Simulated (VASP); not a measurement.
# Sr (C2/c) in VASP: single point with RPBE

Aim: the single point of Sr with RPBE.

Program: VASP 6.6.1. These are calculated values, not measurements. Logs are shortened: lines on timing, memory, paths and dates and some standing lists are left out, and cuts for length are marked.

## Step 1: The cell of the first run

The typed cell holds 2 atoms: a = 5.542 Å, b = 5.542 Å, c = 5.541 Å, α = 97.25°, β = 97.25°, γ = 138.32°.

## Step 2: Single point, RPBE (52.90 Å³/atom)

Input file INCAR:

```
PREC = Accurate ; ENCUT = 520
EDIFF = 1E-7 ; ISMEAR = -1
SIGMA = 0.1 ; LREAL = False
LASPH = True ; NELM = 100
ALGO = Normal ; ISIF = 2
LWAVE = False ; LCHARG = False
GGA = RP ; NBANDS = 17
```

Input file KPOINTS:

```
regular mesh
0
Gamma
  14 14 10
```

Input file POSCAR:

```
Sr
1.0
   -3.6617993999      3.6630273023      1.9713920710
    3.6630273023     -3.6617993999      1.9713920710
    3.6625675141      3.6625675141     -1.9691431654
Sr
2
Direct
    0.0000652337      0.9999347663      0.0000000000
    0.7499347663      0.2500652337      0.5000000000
```

Potentials or basis: VASP PAW PBE potentials, release 64 (Sr_sv).

On the command line:

```
> cat potpaw_PBE.64/Sr_sv/POTCAR > POTCAR
> mpirun -np 1 vasp_std > vasp.out
```

OUTCAR:

```text
PREC = Accurate
   ENCUT = 520
   EDIFF = 1E-7
   ISMEAR = -1
   LREAL = False
   LASPH = True
   NELM = 100
   ISIF = 2
   GGA = RP

 ion  position               nearest neighbor table
   1  0.000  1.000  0.000-   2 3.79   2 3.79   2 3.79   2 3.79   2 4.71   2 4.71   2 4.71   2 4.71

   2  0.750  0.250  0.500-   1 3.79   1 3.79   1 3.79   1 3.79   1 4.71   1 4.71   1 4.71   1 4.71

  LATTYP: Found a base centered monoclinic cell.
 ALAT       =     3.9427845244
 B/A-ratio  =     2.6272978399
 C/A-ratio  =     1.4054353981
 COS(beta)  =    -0.3549440446

  Lattice vectors:

 A1 = (  -3.6617993999,   3.6630273023,   1.9713920710)
 A2 = (   3.6630273023,  -3.6617993999,   1.9713920710)
 A3 = (   3.6625675141,   3.6625675141,  -1.9691431654)

Analysis of symmetry for initial positions (statically):
=====================================================================
 Subroutine PRICEL returns:
 Original cell was already a primitive cell.

 Routine SETGRP: Setting up the symmetry group for a
 base centered monoclinic supercell.

 Subroutine GETGRP returns: Found  4 space group operations
 (whereof  2 operations were pure point group operations)
 out of a pool of  4 trial point group operations.

The static configuration has the point symmetry C_2 .
 The point group associated with its full space group is C_2h.

Analysis of symmetry for dynamics (positions and initial velocities):
=====================================================================
 Subroutine PRICEL returns:
 Original cell was already a primitive cell.

 Routine SETGRP: Setting up the symmetry group for a
 base centered monoclinic supercell.

 Subroutine GETGRP returns: Found  4 space group operations
 (whereof  2 operations were pure point group operations)
 out of a pool of  4 trial point group operations.

The dynamic configuration has the point symmetry C_2 .
 The point group associated with its full space group is C_2h.

 Subroutine INISYM returns: Found  4 space group operations
 (whereof  2 operations are pure point group operations),
 and found     1 'primitive' translations

----------------------------------------------------------------------------------------

                                     Primitive cell

  volume of cell :     105.7934

  direct lattice vectors                    reciprocal lattice vectors
    -3.661799400  3.663027302  1.971392071    -0.000092154  0.136429847  0.253585425
     3.663027302 -3.661799400  1.971392071     0.136429847 -0.000092154  0.253585425
     3.662567514  3.662567514 -1.969143165     0.136493401  0.136493401 -0.000085016

  length of vectors
     5.541924806  5.541924806  5.541328938     0.287956037  0.287956037  0.193030837

  position of ions in fractional coordinates (direct lattice)
     0.000065234  0.999934766  1.000000000
     0.749934766  0.250065234  0.500000000

  ion indices of the primitive-cell ions
   primitive index   ion index
                 1           1
                 2           2

----------------------------------------------------------------------------------------

 KPOINTS: regular mesh

Automatic generation of k-mesh.
 Grid dimensions read from file:
 generate k-points for:   14   14   10

 Generating k-lattice:

  Cartesian coordinates                     Fractional coordinates (reciprocal lattice)
    -0.000006582  0.009744989  0.018113245     0.071428571  0.000000000  0.000000000
     0.009744989 -0.000006582  0.018113245     0.000000000  0.071428571  0.000000000
     0.013649340  0.013649340 -0.000008502     0.000000000  0.000000000  0.100000000

  Length of vectors
     0.020568288  0.020568288  0.019303084

  Shift w.r.t. Gamma in fractional coordinates (k-lattice)
     0.000000000  0.000000000  0.000000000

 Subroutine IBZKPT returns following result:
 ===========================================

 Found    534 irreducible k-points:

 Following reciprocal coordinates:
            Coordinates               Weight
  0.000000  0.000000  0.000000      1.000000
  0.071429 -0.000000  0.000000      4.000000
  0.142857  0.000000 -0.000000      4.000000
  0.214286 -0.000000 -0.000000      4.000000
  0.285714  0.000000 -0.000000      4.000000
  0.357143  0.000000  0.000000      4.000000
[... 16 lines left out ...]
  0.214286  0.142857 -0.000000      4.000000
  0.285714  0.142857  0.000000      4.000000
 [... further k-points ...]
   k-points           NKPTS =    534   k-points in BZ     NKDIM =    534   number of bands    NBANDS=     17
   number of dos      NEDOS =    301   number of ions     NIONS =      2
   total plane-waves  NPLWV =  74088
   dimension x,y,z NGX =    42 NGY =   42 NGZ =   42
   dimension x,y,z NGXF=    84 NGYF=   84 NGZF=   84
   ions per type =               2
   NGX,Y,Z   is equivalent  to a cutoff of  12.60, 12.60, 12.60 a.u.
   NGXF,Y,Z  is equivalent  to a cutoff of  25.20, 25.20, 25.20 a.u.
 SYSTEM =  unknown system
   PREC   = accura    normal or accurate (medium, high low for compatibility)
   ISTART =      0    job   : 0-new  1-cont  2-samecut
   ICHARG =      2    charge: 1-file 2-atom 10-const
   ISPIN  =      1    spin polarized calculation?
   LNONCOLLINEAR =      F non collinear calculations
   LSORBIT =      F    spin-orbit coupling
   LASPH  =      T    aspherical Exc in radial PAW
   ENCUT  =  520.0 eV  38.22 Ry    6.18 a.u.  10.30 10.30 10.30*2*pi/ulx,y,z
   NELM   =    100;   NELMIN=  2; NELMDL= -5     # of ELM steps
   EDIFF  = 0.1E-06   stopping-criterion for ELM
   LREAL  =      F    real-space projection
   EDIFFG = 0.1E-05   stopping-criterion for IOM
   NSW    =      0    number of steps for IOM
   IBRION =     -1    ionic relax: 0-MD 1-quasi-New 2-CG
   NFREE  =      0    steps in history (QN), initial steepest desc. (CG)
   ISIF   =      2    stress and relaxation
   ISYM   =      2    0-nonsym 1-usesym 2-fastsym
   POTIM  = 0.5000    time-step for ionic-motion
   TEBEG  =    0.0;   TEEND  =   0.0 temperature during run
   PSTRESS=    0.0 pullay stress
   NELECT =      20.0000    total number of electrons
   NUPDOWN=      -1.0000    fix difference up-down
   EMIN   =  10.00;   EMAX   =-10.00  energy-range for DOS
   EFERMI =   0.00;   METHOD = LEGACY
   ISMEAR =    -1;   SIGMA  =   0.10  broadening in eV -4-tet -1-fermi 0-gaus
   EFERMI_NEDOS =   21; number of points for ismear=-14 and -15
   IALGO  =     38    algorithm
   IMIX   =      4    mixing-type and parameters
     AMIX     =   0.40;   BMIX     =  1.00
     AMIX_MAG =   1.60;   BMIX_MAG =  1.00
  volume/ion in A,a.u.               =      52.90       356.96
  Fermi-wavevector in a.u.,A,eV,Ry     =   0.939576  1.775541 12.011266  0.882803
  Thomas-Fermi vector in A             =   2.066902
   LORBIT       =      0    0 simple, 1 ext, 2 COOP (PROOUT), +10 PAW based schemes
   GGA     = RP    functional components
   LHFCALC =     F    Hartree Fock is set to
   AEXX    =    0.0000 exact exchange contribution
   IVDW    =     0    specifies the selected vdW correction
   LEPSILON=     F    determine dielectric tensor
   LRPA    =     F    only Hartree local field effects (RPA)
 non-spin polarized calculation
  energy-cutoff  :      520.00
  volume of cell :      105.79
 maximum number of plane-waves:      2891
 NGX is ok and might be reduce to    42
   NGX = 21   NGY = 21   NGZ = 21

 number of electron      20.0000000 magnetization

 Free energy of the ion-electron system (eV)
  ---------------------------------------------------
  ext. energy  EPLUGINS =         0.00000000
  ---------------------------------------------------
  free energy    TOTEN  =        -2.41794889 eV

  energy without entropy =       -2.31662362  energy(sigma->0) =       -2.36728626

 E-fermi :   1.6792     XC(G=0):  -7.3454

 val. band max:        1.6780192539   @ k =   0.2143   0.2143   0.0000
 cond. band min:       1.6796746750   @ k =  -0.1429  -0.2143   0.4000
 fundamental gap:      0.0016554212
 Fermi energy:         1.6791988297

 k-point     1 :       0.0000    0.0000    0.0000
  band No.  band energies     occupation
      1     -34.9844      2.00000
      2     -34.9402      2.00000
      3     -17.0950      2.00000
      4     -17.0949      2.00000
      5     -16.8514      2.00000
      6     -16.8477      2.00000
[... 9 lines left out ...]
     16       5.4281      0.00000
     17       5.4628      0.00000

 k-point     2 :       0.0714   -0.0000    0.0000
  band No.  band energies     occupation
      1     -34.9833      2.00000
      2     -34.9400      2.00000
      3     -17.0939      2.00000
      4     -17.0901      2.00000
      5     -16.8637      2.00000
      6     -16.8592      2.00000
[... 9 lines left out ...]
     16       5.1416      0.00000
     17       5.1740      0.00000

 k-point     3 :       0.1429    0.0000   -0.0000
  band No.  band energies     occupation
      1     -34.9801      2.00000
      2     -34.9395      2.00000
      3     -17.0910      2.00000
      4     -17.0766      2.00000
      5     -16.8962      2.00000
      6     -16.8900      2.00000
[... 9 lines left out ...]
     16       4.7788      0.00000
     17       4.9389      0.00000

 k-point     4 :       0.2143   -0.0000   -0.0000
  band No.  band energies     occupation
      1     -34.9754      2.00000
      2     -34.9390      2.00000
      3     -17.0868      2.00000
      4     -17.0587      2.00000
      5     -16.9428      2.00000
      6     -16.9298      2.00000
[... 9 lines left out ...]
     16       4.4579      0.00000
     17       4.6809      0.00000
[... 343 lines left out ...]
      1     -34.9716      2.00000
      2     -34.9370      2.00000
      3     -17.0724      2.00000
      4     -17.0668      2.00000
      5     -16.9829      2.00000
      6     -16.9787      2.00000
[... 9 lines left out ...]
     16       4.3290      0.00000
     17       4.3319      0.00000

 k-point    23 :       0.2143    0.1429   -0.0000
  band No.  band energies     occupation
      1     -34.9665      2.00000
      2     -34.9368      2.00000
      3     -17.0793      2.00000
      4     -17.0594      2.00000
      5     -17.0204      2.00000
      6     -17.0057      2.00000
[... 9 lines left out ...]
     16       4.4654      0.00000
     17       4.9259      0.00000

 k-point    24 :       0.2857    0.1429    0.0000
  band No.  band energies     occupation
      1     -34.9621      2.00000
      2     -34.9376      2.00000
      3     -17.0973      2.00000
      4     -17.0633      2.00000
      5     -17.0447      2.00000
      6     -16.9982      2.00000
[... 9 lines left out ...]
     16       4.4946      0.00000
     17       5.5807      0.00000

 [... further k-points ...]

------------------------ aborting loop because EDIFF is reached ----------------------------------------

  FORCE on cell =-STRESS in cart. coord.  units (eV):
  Direction    XX          YY          ZZ          XY          YZ          ZX
  --------------------------------------------------------------------------------------
  -------------------------------------------------------------------------------------
  Total        0.7625129      0.7625129      0.8597767      0.0010384      0.0013560      0.0013560
  in kB       11.5477954     11.5477954     13.0207968      0.0157252      0.0205358      0.0205356
  external PRESSURE =      12.0387959 kB  Pullay stress =       0.0000000 kB

 VOLUME and BASIS-vectors are now :
 -----------------------------------------------------------------------------
  energy-cutoff  :      520.00
  volume of cell :      105.79
      direct lattice vectors                 reciprocal lattice vectors
    -3.661799400  3.663027302  1.971392071    -0.000092154  0.136429847  0.253585425
     3.663027302 -3.661799400  1.971392071     0.136429847 -0.000092154  0.253585425
     3.662567514  3.662567514 -1.969143165     0.136493401  0.136493401 -0.000085016

 POSITION                                       TOTAL-FORCE (eV/Angst)
 -----------------------------------------------------------------------------------
      3.66255     -3.66132      1.97139         0.001125     -0.001125      0.000000
      0.00117      3.66263      0.98682        -0.001125      0.001125     -0.000000
 -----------------------------------------------------------------------------------
    total drift:                               -0.000000     -0.000000      0.000000

  FREE ENERGIE OF THE ION-ELECTRON SYSTEM (eV)
  ---------------------------------------------------
  free  energy   TOTEN  =        -2.4179488920 eV

  energy  without entropy=       -2.3166236223  energy(sigma->0) =       -2.36728626
```

Run time: 23 min. Hardware: 1 thread of Intel Xeon 8259CL, shared host; peak memory 0.89 GiB.

What came out:

```
Free energy            : -2.4179 eV
Pressure               : 1.2 GPa
Band gap on the k mesh : zero (bands 10 and 11 overlap by 0.62 eV)
```

Levels at points of the mesh, in eV from the Fermi level:
| k point | band 8 | band 9 | band 10 | band 11 | band 12 | band 13 |
| --- | --- | --- | --- | --- | --- | --- |
| (0.00, 0.00, 0.00) | -18.51 | -3.49 | -0.40 | 0.72 | 1.16 | 1.77 |
| (0.50, 0.00, 0.00) | -18.49 | -0.77 | -0.07 | -0.03 | 1.16 | 1.40 |
| (0.50, 0.50, 0.00) | -18.51 | -1.85 | -1.85 | 1.11 | 1.12 | 1.70 |
| (0.00, 0.00, 0.50) | -18.51 | -1.85 | -1.85 | 1.12 | 1.12 | 1.70 |
| (0.50, 0.00, 0.50) | -18.49 | -0.77 | -0.07 | -0.03 | 1.17 | 1.40 |
| (0.50, 0.50, 0.50) | -18.48 | -1.09 | -1.09 | -0.06 | -0.06 | 1.76 |

Caveat: the PAW data sets were made with another functional, which shifts forces and pressure a little.
